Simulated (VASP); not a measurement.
# MgS (R-3m) in VASP: notebook

The runs below take MgS through single point, with PBEsol.

Everything below comes from runs of VASP 6.6.1. Logs are shortened: lines on timing, memory, paths and dates and some standing lists are left out, and cuts for length are marked.

## (1) The cell of the first run

Symmetry: R-3m, No. 166, trigonal system. The conventional cell has a = 2.920 Å, b = 2.920 Å, c = 14.306 Å, α = 90.00°, β = 90.00°, γ = 120.00°. Within 3.8 Å of Mg (site symmetry -3m) lie 6 Mg at 2.92 Å and 6 S at 2.92 Å. S (site symmetry -3m) has 6 S at 2.92 Å and 6 Mg at 2.92 Å within 3.8 Å.

## (2) Single point, PBEsol

Contents of INCAR:

```
SYSTEM = MgS
ALGO = Normal ; EDIFF = 1E-6
ENCUT = 520 ; GGA = PS
ISIF = 2 ; ISMEAR = 0
LASPH = .TRUE. ; LCHARG = .FALSE.
LREAL = .FALSE. ; LWAVE = .FALSE.
NBANDS = 11 ; NELM = 60
PREC = Accurate ; SIGMA = 0.05
```

Contents of KPOINTS:

```
k-points
0
G
  8 8 8
  0 0 0
```

Contents of POSCAR:

```
MgS
1.0
    1.3766206490      3.4415516224      3.4415516224
    3.4415516224      1.3766206490      3.4415516224
    3.4415516224      3.4415516224      1.3766206490
Mg S
1 1
Direct
    0.0000000000      0.0000000000      0.0000000000
    0.5000000000      0.5000000000      0.5000000000
```

Potentials or basis: VASP PAW PBE potentials, release 64 (Mg, S).

The run is started by

```console
> cat potpaw_PBE.64/Mg/POTCAR potpaw_PBE.64/S/POTCAR > POTCAR
> mpirun -np 1 vasp_std > vasp.out
```

OUTCAR:

```text
SYSTEM = MgS
   EDIFF = 1E-6
   ENCUT = 520
   GGA = PS
   ISIF = 2
   ISMEAR = 0
   LASPH = .TRUE.
   LREAL = .FALSE.
   NELM = 60
   PREC = Accurate

 ion  position               nearest neighbor table
   1  0.000  0.000  0.000-   2 2.92   2 2.92   2 2.92   2 2.92   2 2.92   2 2.92
   2  0.500  0.500  0.500-   1 2.92   1 2.92   1 2.92   1 2.92   1 2.92   1 2.92

  LATTYP: Found a trigonal (rhomboedric) cell.
 ALAT       =     5.0580272390
 COS(alpha) =     0.8333333333

  Lattice vectors:

 A1 = (   1.3766206490,   3.4415516224,   3.4415516224)
 A2 = (   3.4415516224,   1.3766206490,   3.4415516224)
 A3 = (   3.4415516224,   3.4415516224,   1.3766206490)

Analysis of symmetry for initial positions (statically):
=====================================================================
 Subroutine PRICEL returns:
 Original cell was already a primitive cell.

 Routine SETGRP: Setting up the symmetry group for a
 trigonal (rhombohedral) supercell.

 Subroutine GETGRP returns: Found 12 space group operations
 (whereof 12 operations were pure point group operations)
 out of a pool of 12 trial point group operations.

The static configuration has the point symmetry D_3d.

Analysis of symmetry for dynamics (positions and initial velocities):
=====================================================================
 Subroutine PRICEL returns:
 Original cell was already a primitive cell.

 Routine SETGRP: Setting up the symmetry group for a
 trigonal (rhombohedral) supercell.

 Subroutine GETGRP returns: Found 12 space group operations
 (whereof 12 operations were pure point group operations)
 out of a pool of 12 trial point group operations.

The dynamic configuration has the point symmetry D_3d.

 Subroutine INISYM returns: Found 12 space group operations
 (whereof 12 operations are pure point group operations),
 and found     1 'primitive' translations

----------------------------------------------------------------------------------------

                                     Primitive cell

  volume of cell :      35.2190

  direct lattice vectors                    reciprocal lattice vectors
     1.376620649  3.441551622  3.441551622    -0.282495319  0.201782370  0.201782370
     3.441551622  1.376620649  3.441551622     0.201782370 -0.282495319  0.201782370
     3.441551622  3.441551622  1.376620649     0.201782370  0.201782370 -0.282495319

  length of vectors
     5.058027239  5.058027239  5.058027239     0.401541847  0.401541847  0.401541847

  position of ions in fractional coordinates (direct lattice)
     0.000000000  0.000000000  0.000000000
     0.500000000  0.500000000  0.500000000

  ion indices of the primitive-cell ions
   primitive index   ion index
                 1           1
                 2           2

----------------------------------------------------------------------------------------

 KPOINTS: k-points

Automatic generation of k-mesh.
 Grid dimensions read from file:
 generate k-points for:    8    8    8

 Generating k-lattice:

  Cartesian coordinates                     Fractional coordinates (reciprocal lattice)
    -0.035311915  0.025222796  0.025222796     0.125000000  0.000000000  0.000000000
     0.025222796 -0.035311915  0.025222796     0.000000000  0.125000000  0.000000000
     0.025222796  0.025222796 -0.035311915     0.000000000  0.000000000  0.125000000

  Length of vectors
     0.050192731  0.050192731  0.050192731

  Shift w.r.t. Gamma in fractional coordinates (k-lattice)
     0.000000000  0.000000000  0.000000000

 Subroutine IBZKPT returns following result:
 ===========================================

 Found     65 irreducible k-points:

 Following reciprocal coordinates:
            Coordinates               Weight
  0.000000  0.000000  0.000000      1.000000
  0.125000  0.000000  0.000000      6.000000
  0.250000  0.000000  0.000000      6.000000
  0.375000 -0.000000  0.000000      6.000000
  0.500000  0.000000  0.000000      3.000000
  0.125000  0.125000  0.000000      6.000000
[... 16 lines left out ...]
  0.250000  0.125000  0.125000      6.000000
  0.375000  0.125000  0.125000      6.000000
 [... further k-points ...]
   k-points           NKPTS =     65   k-points in BZ     NKDIM =     65   number of bands    NBANDS=     11
   number of dos      NEDOS =    301   number of ions     NIONS =      2
   total plane-waves  NPLWV =  64000
   dimension x,y,z NGX =    40 NGY =   40 NGZ =   40
   dimension x,y,z NGXF=    80 NGYF=   80 NGZF=   80
   ions per type =               1   1
   NGX,Y,Z   is equivalent  to a cutoff of  13.15, 13.15, 13.15 a.u.
   NGXF,Y,Z  is equivalent  to a cutoff of  26.29, 26.29, 26.29 a.u.
 SYSTEM =  MgS
   PREC   = accura    normal or accurate (medium, high low for compatibility)
   ISTART =      0    job   : 0-new  1-cont  2-samecut
   ICHARG =      2    charge: 1-file 2-atom 10-const
   ISPIN  =      1    spin polarized calculation?
   LNONCOLLINEAR =      F non collinear calculations
   LSORBIT =      F    spin-orbit coupling
   LASPH  =      T    aspherical Exc in radial PAW
   ENCUT  =  520.0 eV  38.22 Ry    6.18 a.u.   9.40  9.40  9.40*2*pi/ulx,y,z
   NELM   =     60;   NELMIN=  2; NELMDL= -5     # of ELM steps
   EDIFF  = 0.1E-05   stopping-criterion for ELM
   LREAL  =      F    real-space projection
   EDIFFG = 0.1E-04   stopping-criterion for IOM
   NSW    =      0    number of steps for IOM
   IBRION =     -1    ionic relax: 0-MD 1-quasi-New 2-CG
   NFREE  =      0    steps in history (QN), initial steepest desc. (CG)
   ISIF   =      2    stress and relaxation
   ISYM   =      2    0-nonsym 1-usesym 2-fastsym
   POTIM  = 0.5000    time-step for ionic-motion
   TEBEG  =    0.0;   TEEND  =   0.0 temperature during run
   PSTRESS=    0.0 pullay stress
   NELECT =       8.0000    total number of electrons
   NUPDOWN=      -1.0000    fix difference up-down
   EMIN   =  10.00;   EMAX   =-10.00  energy-range for DOS
   EFERMI =   0.00;   METHOD = LEGACY
   ISMEAR =     0;   SIGMA  =   0.05  broadening in eV -4-tet -1-fermi 0-gaus
   EFERMI_NEDOS =   21; number of points for ismear=-14 and -15
   IALGO  =     38    algorithm
   IMIX   =      4    mixing-type and parameters
     AMIX     =   0.40;   BMIX     =  1.00
     AMIX_MAG =   1.60;   BMIX_MAG =  1.00
  volume/ion in A,a.u.               =      17.61       118.83
  Fermi-wavevector in a.u.,A,eV,Ry     =   0.998878  1.887606 13.575323  0.997758
  Thomas-Fermi vector in A             =   2.131131
   LORBIT       =      0    0 simple, 1 ext, 2 COOP (PROOUT), +10 PAW based schemes
   GGA     = PS    functional components
   LHFCALC =     F    Hartree Fock is set to
   AEXX    =    0.0000 exact exchange contribution
   IVDW    =     0    specifies the selected vdW correction
   LEPSILON=     F    determine dielectric tensor
   LRPA    =     F    only Hartree local field effects (RPA)
 non-spin polarized calculation
 Gauss-broadening in eV      SIGMA  =   0.05
  energy-cutoff  :      520.00
  volume of cell :       35.22
 maximum number of plane-waves:       966
 NGX is ok and might be reduce to    40
   NGX = 19   NGY = 19   NGZ = 19

 number of electron       7.9999999 magnetization

 Free energy of the ion-electron system (eV)
  ---------------------------------------------------
  ext. energy  EPLUGINS =         0.00000000
  ---------------------------------------------------
  free energy    TOTEN  =        -5.98528835 eV

  energy without entropy =       -5.98136284  energy(sigma->0) =       -5.98332559

 E-fermi :   5.5858     XC(G=0): -10.0262

 val. band max:        5.5853114848   @ k =   0.5000   0.2500   0.2500
 cond. band min:       5.6024014305   @ k =   0.5000   0.1250   0.0000
 fundamental gap:      0.0170899457
 Fermi energy:         5.5858123372

 k-point     1 :       0.0000    0.0000    0.0000
  band No.  band energies     occupation
      1      -9.4396      2.00000
      2      -0.1805      2.00000
      3       1.1455      2.00000
      4       7.2924      0.00000
      5       7.2924      0.00000
      6      14.4848      0.00000
      7      15.0911      0.00000
      8      16.7786      0.00000
      9      16.7786      0.00000
     10      18.2038      0.00000
     11      18.2040      0.00000

 k-point     2 :       0.1250    0.0000    0.0000
  band No.  band energies     occupation
      1      -9.1564      2.00000
      2      -0.0153      2.00000
      3       1.6135      2.00000
      4       5.8226      0.00000
      5       6.9199      0.00000
      6      13.4462      0.00000
      7      15.1549      0.00000
      8      16.2335      0.00000
      9      17.0742      0.00000
     10      17.1486      0.00000
     11      17.8869      0.00000

 k-point     3 :       0.2500    0.0000    0.0000
  band No.  band energies     occupation
      1      -8.3512      2.00000
      2       0.5641      2.00000
      3       2.5284      2.00000
      4       3.4018      2.00000
      5       6.1812      0.00000
      6      10.8344      0.00000
      7      13.3190      0.00000
      8      14.9883      0.00000
      9      15.8414      0.00000
     10      17.3837      0.00000
     11      17.7533      0.00000
[... 267 lines left out ...]
 k-point    23 :       0.2500    0.1250    0.1250
  band No.  band energies     occupation
      1      -9.1230      2.00000
      2      -0.8329      2.00000
      3       2.7987      2.00000
      4       5.8013      0.00000
      5       6.9186      0.00000
      6      12.9198      0.00000
      7      15.2077      0.00000
      8      15.8099      0.00000
      9      16.6670      0.00000
     10      17.0698      0.00000
     11      17.8182      0.00000

 k-point    24 :       0.3750    0.1250    0.1250
  band No.  band energies     occupation
      1      -8.3127      2.00000
      2      -0.2008      2.00000
      3       2.8954      2.00000
      4       4.2278      2.00000
      5       6.1800      0.00000
      6      11.3396      0.00000
      7      13.0528      0.00000
      8      14.1329      0.00000
      9      15.8129      0.00000
     10      15.8758      0.00000
     11      17.5100      0.00000

 [... further k-points ...]

------------------------ aborting loop because EDIFF is reached ----------------------------------------

  FORCE on cell =-STRESS in cart. coord.  units (eV):
  Direction    XX          YY          ZZ          XY          YZ          ZX
  --------------------------------------------------------------------------------------
  -------------------------------------------------------------------------------------
  Total        0.3191504      0.3191504      0.3191504     -1.6436314     -1.6436314     -1.6436314
  in kB       14.5187551     14.5187551     14.5187551    -74.7718973    -74.7718973    -74.7718973
  external PRESSURE =      14.5187551 kB  Pullay stress =       0.0000000 kB

 VOLUME and BASIS-vectors are now :
 -----------------------------------------------------------------------------
  energy-cutoff  :      520.00
  volume of cell :       35.22
      direct lattice vectors                 reciprocal lattice vectors
     1.376620649  3.441551622  3.441551622    -0.282495319  0.201782370  0.201782370
     3.441551622  1.376620649  3.441551622     0.201782370 -0.282495319  0.201782370
     3.441551622  3.441551622  1.376620649     0.201782370  0.201782370 -0.282495319

 POSITION                                       TOTAL-FORCE (eV/Angst)
 -----------------------------------------------------------------------------------
      0.00000      0.00000      0.00000        -0.000000     -0.000000     -0.000000
      4.12986      4.12986      4.12986         0.000000      0.000000      0.000000
 -----------------------------------------------------------------------------------
    total drift:                                0.000000      0.000000      0.000000

  FREE ENERGIE OF THE ION-ELECTRON SYSTEM (eV)
  ---------------------------------------------------
  free  energy   TOTEN  =        -5.9852883463 eV

  energy  without entropy=       -5.9813628377  energy(sigma->0) =       -5.98332559
```

Run time: 33 s. Hardware: 1 thread of AMD EPYC 9R45 (Zen 5), shared host; peak memory 0.21 GiB.

What came out:

| Property | Result |
| --- | --- |
| Free energy | -5.9853 eV |
| Pressure | 1.5 GPa |
| Band gap on the k mesh | zero (band 4 reaches 7.29 eV, above the bottom of band 5 at 4.74 eV) |

Caveat: the PAW data sets were made with another functional, which shifts forces and pressure a little.

(Continued in part 2 of 2.)
